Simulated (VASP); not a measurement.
# Mg9Zn7O16 (P1) in VASP: notebook, part 2 of 2

VASP 6.6.1. The steps go on from the part before.

## (3) Relaxation of volume and atoms at fixed shape, PBEsol

INCAR

```
PREC = Accurate ; ENCUT = 700
EDIFF = 1E-7 ; ISMEAR = -1
SIGMA = 0.05 ; LREAL = Auto
LASPH = T ; NELM = 120
ALGO = Normal ; ISIF = 8
LWAVE = F ; LCHARG = F
GGA = PS ; IBRION = 2
NSW = 100 ; EDIFFG = -0.03
ISYM = -1 ; GGA_COMPAT = F
NELMIN = 4
```

KPOINTS

```
explicit points
1
Reciprocal
  0.25000000   0.25000000   0.25000000 1
```

POSCAR

```
Mg9Zn7O16
1.0
    8.4734380000      0.0000000000      0.0000000000
    0.0000000000      8.4734380000      0.0000000000
    0.0000000000      0.0000000000      8.4734380000
O Zn Mg
32 14 18
Direct
    0.2508350000      0.0004440000      0.0053930000
    0.2478500000      0.9995440000      0.5003310000
    0.2487580000      0.4994570000      0.0025950000
    0.2532630000      0.5002900000      0.4985670000
    0.7484720000      0.9971190000      0.9988920000
    0.7479310000      0.9960360000      0.4999330000
    0.7505580000      0.5000890000      0.0009040000
    0.7543790000      0.4990980000      0.4985230000
    0.9987780000      0.2483150000      0.0005500000
    0.9966150000      0.2483710000      0.5024150000
    0.9994280000      0.7551210000      0.9984860000
    0.0009240000      0.7479240000      0.4972740000
    0.5026250000      0.2488570000      0.0017190000
    0.4984830000      0.2510790000      0.5001970000
    0.4982960000      0.7507740000      0.9980370000
    0.4991480000      0.7516550000      0.5002810000
    0.0012620000      0.0001920000      0.2473250000
    0.9992510000      0.0025470000      0.7532280000
    0.9972120000      0.4999360000      0.2500890000
    0.9970490000      0.4974790000      0.7462980000
    0.4983160000      0.9972480000      0.2548700000
    0.4994070000      0.0002190000      0.7518600000
    0.5001770000      0.4983790000      0.2526180000
    0.5006560000      0.4993350000      0.7482310000
    0.2512610000      0.2526030000      0.2531030000
    0.2502960000      0.2491470000      0.7483130000
    0.2484640000      0.7507160000      0.2505380000
    0.2495020000      0.7474290000      0.7492990000
    0.7518280000      0.2507140000      0.2493310000
    0.7509950000      0.2521090000      0.7537520000
    0.7537230000      0.7500980000      0.2485030000
    0.7462390000      0.7513500000      0.7485860000
    0.0031450000      0.0006280000      0.0017960000
    0.9997110000      0.9981510000      0.4975110000
    0.0002550000      0.5036960000      0.0022880000
    0.5041010000      0.0014990000      0.0017090000
    0.4994500000      0.5029870000      0.9974960000
    0.2507900000      0.2473050000      0.9939740000
    0.7514400000      0.2506260000      0.9987650000
    0.2519890000      0.9988210000      0.2518530000
    0.2483210000      0.5015500000      0.7491220000
    0.7487960000      0.0009050000      0.2503960000
    0.0011480000      0.7505570000      0.2482630000
    0.0000130000      0.7493740000      0.7507220000
    0.5019400000      0.2501980000      0.2530580000
    0.5009290000      0.7535920000      0.7501060000
    0.9979650000      0.5027790000      0.4994880000
    0.5012930000      0.9973260000      0.4984220000
    0.5027560000      0.5007590000      0.5007360000
    0.2508910000      0.2490860000      0.5030310000
    0.2505880000      0.7462510000      0.0018410000
    0.2480550000      0.7498720000      0.5010280000
    0.7497220000      0.2511330000      0.5025970000
    0.7558910000      0.7481640000      0.9995400000
    0.7512170000      0.7522710000      0.5022260000
    0.2497740000      0.0004430000      0.7514060000
    0.2513960000      0.4986900000      0.2528550000
    0.7530400000      0.9994200000      0.7501320000
    0.7508340000      0.5003060000      0.2520050000
    0.7463590000      0.5010410000      0.7500020000
    0.0015320000      0.2529630000      0.2452010000
    0.9980420000      0.2497350000      0.7489950000
    0.4985720000      0.2501100000      0.7471710000
    0.4980030000      0.7462200000      0.2480880000
```

Potentials or basis: VASP PAW PBE potentials, release 64 (O, Zn, Mg).

Started as:

```
$ cat potpaw_PBE.64/O/POTCAR potpaw_PBE.64/Zn/POTCAR potpaw_PBE.64/Mg/POTCAR > POTCAR
$ mpirun -np 1 vasp_std > vasp.out
```

OUTCAR:

```text
PREC = Accurate
   ENCUT = 700
   EDIFF = 1E-7
   ISMEAR = -1
   LREAL = Auto
   LASPH = T
   NELM = 120
   ISIF = 8
   GGA = PS
   IBRION = 2
   NSW = 100
   EDIFFG = -0.03
   ISYM = -1
   NELMIN = 4

 ion  position               nearest neighbor table
   1  0.251  0.000  0.005-  40 2.09  38 2.09  33 2.10  36 2.15  56 2.15  51 2.15
   2  0.248  1.000  0.500-  34 2.10  40 2.11  50 2.11  52 2.12  56 2.13  48 2.15
   3  0.249  0.499  0.003-  51 2.09  35 2.11  57 2.12  37 2.12  38 2.14  41 2.15
   4  0.253  0.500  0.499-  57 2.08  49 2.11  52 2.12  41 2.12  50 2.13  47 2.16
   5  0.748  0.997  0.999-  36 2.07  58 2.11  54 2.11  42 2.13  39 2.15  33 2.16
   6  0.748  0.996  0.500-  55 2.07  48 2.09  42 2.11  58 2.12  34 2.13  53 2.16
[... 76 lines left out ...]
  58  0.753  0.999  0.750-  18 2.09  32 2.10   5 2.11   6 2.12  30 2.14  22 2.15  55 2.97  62 2.97
                            44 2.98  46 2.98  53 2.99  34 2.99  39 2.99  36 3.00  54 3.00  33 3.01
  59  0.751  0.500  0.252-  19 2.09   8 2.09  29 2.12  31 2.12  23 2.12   7 2.13  47 2.96  49 2.98
[... 745 lines left out ...]
 cond. band min:       6.5528025239   @ k =   0.2500   0.2500   0.2500
 fundamental gap:      3.4583414205
 Fermi energy:         4.3312560445

 k-point     1 :       0.2500    0.2500    0.2500
  band No.  band energies     occupation
      1     -14.8228      2.00000
      2     -14.4375      2.00000
      3     -14.4167      2.00000
      4     -14.3722      2.00000
      5     -14.0989      2.00000
      6     -14.0679      2.00000
[... 202 lines left out ...]
    209       9.6765      0.00000
    210       9.7897      0.00000
 [bands above 210 left out]

------------------------ aborting loop because EDIFF is reached ----------------------------------------

  FORCE on cell =-STRESS in cart. coord.  units (eV):
  Direction    XX          YY          ZZ          XY          YZ          ZX
  --------------------------------------------------------------------------------------
  -------------------------------------------------------------------------------------
  Total       -0.0228457      0.3667888     -0.0993429     -0.7766480     -1.2061882     -0.7669693
  in kB       -0.0601464      0.9656542     -0.2615427     -2.0447009     -3.1755622     -2.0192195
  external PRESSURE =       0.2146551 kB  Pullay stress =       0.0000000 kB
[... 79 lines left out ...]
  FREE ENERGIE OF THE ION-ELECTRON SYSTEM (eV)
  ---------------------------------------------------
  free  energy   TOTEN  =      -358.5267483370 eV

  energy  without entropy=     -358.5267483370  energy(sigma->0) =     -358.52674834

 reached required accuracy - stopping structural energy minimisation
```

OSZICAR:

```text
N       E                     dE             d eps       ncg     rms          rms(c)
DAV:   1     0.627195513026E+04    0.62720E+04   -0.20357E+05   474   0.258E+03
DAV:   2     0.120407792351E+04   -0.50679E+04   -0.48218E+04   474   0.703E+02
DAV:   3    -0.236061339036E+03   -0.14401E+04   -0.13697E+04   503   0.297E+02
[... 131 lines left out ...]
DAV:   6    -0.358526748538E+03    0.70819E-06   -0.32497E-05   708   0.214E-02    0.621E-03
DAV:   7    -0.358526748597E+03   -0.59445E-07   -0.59211E-06   604   0.107E-02    0.485E-03
DAV:   8    -0.358526748435E+03    0.16191E-06   -0.14153E-06   628   0.614E-03    0.221E-03
DAV:   9    -0.358526748326E+03    0.10974E-06   -0.20902E-07   308   0.377E-03    0.916E-04
DAV:  10    -0.358526748337E+03   -0.11445E-07   -0.33526E-07   364   0.317E-03
  10 F= -.35852675E+03 E0= -.35852675E+03  d E =-.104687E-02
```

It took 47 min on 1 thread of AMD EPYC 9R45 (Zen 5), shared host; peak memory 1.2 GiB.

Results:

* Free energy: -358.5267 eV
* Relaxed volume: 9.51 Å³/atom
* Relaxed cell: a = 8.474 Å, b = 8.474 Å, c = 8.474 Å, α = 90.00°, β = 90.00°, γ = 90.00°
* Space group after relaxing (to 0.1 Å): P1 (No. 1)
* Energy gained by relaxing: 7.0 meV/atom
* Ionic steps: 10
* Pressure after relaxing: 0.0 GPa
* Largest force after relaxing: 0.016 eV/Å
* Band gap on the k mesh: 3.46 eV

Forces in eV/Å, atoms in the order of the input:
```
O   -0.014 -0.006 -0.004
O    0.003  0.008 -0.003
O    0.000 -0.002  0.003
O   -0.004  0.003 -0.004
O    0.002 -0.004  0.003
O   -0.004  0.011 -0.002
O   -0.008 -0.004  0.002
O    0.002  0.006  0.001
O   -0.004 -0.009  0.004
O    0.004  0.000 -0.003
O   -0.004 -0.003 -0.004
O    0.003 -0.003  0.009
O   -0.008 -0.003 -0.002
O    0.011  0.000  0.002
O   -0.001  0.013 -0.002
O    0.001  0.001 -0.005
O   -0.010 -0.003  0.009
O    0.002 -0.010  0.002
O    0.005 -0.003 -0.001
O    0.003  0.001  0.008
O   -0.004  0.002 -0.012
O   -0.003  0.005 -0.002
O    0.005  0.006 -0.006
O    0.006  0.003  0.002
O   -0.011  0.002 -0.001
O    0.000  0.005  0.003
O   -0.001 -0.002  0.001
O   -0.002  0.005 -0.005
O    0.002 -0.005  0.005
O   -0.004  0.000  0.007
O   -0.011  0.000  0.000
O    0.009 -0.007  0.002
Zn  -0.005 -0.009 -0.002
Zn  -0.002 -0.006  0.001
Zn  -0.001 -0.001  0.007
Zn  -0.004 -0.003 -0.002
Zn   0.000  0.005  0.005
Zn  -0.007 -0.005 -0.010
Zn   0.002 -0.002  0.000
Zn   0.000 -0.002 -0.008
Zn   0.006 -0.003  0.000
Zn  -0.006 -0.001  0.004
Zn  -0.004 -0.005  0.005
Zn   0.002 -0.001  0.008
Zn  -0.001 -0.003 -0.003
Zn   0.005  0.000  0.001
Mg   0.009 -0.006 -0.003
Mg   0.000  0.004  0.002
Mg   0.006  0.007 -0.008
Mg  -0.002  0.007 -0.004
Mg  -0.003  0.001 -0.003
Mg   0.005  0.005 -0.002
Mg   0.003  0.001  0.009
Mg   0.001 -0.007  0.003
Mg   0.006  0.002  0.003
Mg   0.003 -0.006 -0.004
Mg   0.000  0.009 -0.001
Mg   0.008  0.001 -0.010
Mg  -0.002  0.005  0.005
Mg   0.007 -0.001  0.003
Mg   0.001  0.003  0.006
Mg   0.003 -0.004  0.005
Mg   0.002  0.002 -0.005
Mg   0.003 -0.001 -0.005
```

Stress tensor (GPa, compression positive):
```
-0.01 -0.20 -0.20
-0.20  0.10 -0.32
-0.20 -0.32 -0.03
```

The path:
| step | energy change (eV) | largest force (eV/Å) | pressure (GPa) | volume (Å³) |
| --- | --- | --- | --- | --- |
| 1 | 0.0000 | 0.8515 | 0.53 | 608.39 |
| 2 | -0.3651 | 0.2750 | -0.60 | 611.15 |
| 3 | -0.3778 | 0.2736 | -0.82 | 611.78 |
| 4 | -0.4275 | 0.1531 | 0.30 | 607.65 |
| 5 | -0.4295 | 0.1220 | 0.62 | 606.55 |
| 6 | -0.4430 | 0.0711 | -0.05 | 608.82 |
| 7 | -0.4431 | 0.0720 | -0.09 | 609.00 |
| 8 | -0.4467 | 0.0448 | -0.05 | 608.84 |
| 9 | -0.4476 | 0.0357 | -0.01 | 608.71 |
| 10 | -0.4487 | 0.0160 | 0.02 | 608.56 |

Final structure:
```
CELL_PARAMETERS angstrom
8.47426 0.00000 0.00000
0.00000 8.47426 0.00000
0.00000 0.00000 8.47426
ATOMIC_POSITIONS crystal
O 0.25042 0.99686 0.99801
O 0.25313 0.99943 0.50352
O 0.25039 0.50288 0.00190
O 0.25004 0.50030 0.49708
O 0.74981 0.99723 0.99768
O 0.74734 0.99938 0.50327
O 0.75050 0.50342 0.99991
O 0.74987 0.50070 0.50020
O 0.00055 0.25003 0.00024
O 0.00036 0.25280 0.50024
O 0.00052 0.75007 0.00033
O 0.00011 0.74768 0.49952
O 0.50013 0.25024 0.99897
O 0.49989 0.25018 0.50341
O 0.50021 0.75016 0.00270
O 0.49971 0.75017 0.49693
O 0.00048 0.00213 0.25046
O 0.99993 0.00345 0.75051
O 0.00013 0.49644 0.25257
O 0.99707 0.49659 0.74720
O 0.50054 0.99866 0.25282
O 0.50021 0.00329 0.74777
O 0.50053 0.50229 0.25324
O 0.50224 0.49706 0.74763
O 0.24782 0.25210 0.25252
O 0.24954 0.24680 0.74771
O 0.25282 0.74704 0.24966
O 0.24994 0.75249 0.75045
O 0.75339 0.25261 0.25248
O 0.75018 0.24990 0.74763
O 0.74758 0.74704 0.24939
O 0.75008 0.75044 0.75043
Zn 0.00038 0.99992 0.00009
Zn 0.00021 0.00112 0.50087
Zn 0.00018 0.50007 0.00016
Zn 0.50013 0.99981 0.00006
Zn 0.50034 0.50076 0.00040
Zn 0.25041 0.24985 0.00033
Zn 0.75016 0.25013 0.99979
Zn 0.25056 0.99939 0.25067
Zn 0.24982 0.49959 0.74920
Zn 0.75022 0.99970 0.25038
Zn 0.00047 0.74903 0.25007
Zn 0.99976 0.74994 0.74979
Zn 0.50034 0.25070 0.25149
Zn 0.50017 0.75054 0.74938
Mg 0.99997 0.50007 0.50004
Mg 0.50008 0.00016 0.50012
Mg 0.49985 0.50019 0.50046
Mg 0.25003 0.24946 0.50006
Mg 0.24998 0.74981 0.99975
Mg 0.24951 0.75019 0.50007
Mg 0.75013 0.24973 0.49987
Mg 0.75054 0.75065 0.00030
Mg 0.75050 0.75045 0.49963
Mg 0.24985 0.99983 0.75105
Mg 0.25023 0.49932 0.24918
Mg 0.75010 0.00012 0.75095
Mg 0.75026 0.49960 0.24923
Mg 0.74986 0.50030 0.75068
Mg 0.00034 0.24889 0.24913
Mg 0.00029 0.25028 0.75100
Mg 0.49967 0.25024 0.75161
Mg 0.50012 0.75045 0.24966
```

Levels at points of the mesh, in eV from the valence-band top:
```
           k point  band 196  band 197  band 198  band 199  band 200  band 201
(0.25, 0.25, 0.25)     -0.19     -0.08      0.00      3.46      4.94      4.99
```

Caveat: the PAW data sets were made with another functional, which shifts forces and pressure a little; a shifted mesh leaves out Γ, where band edges can lie. A k mesh can miss the band edges.
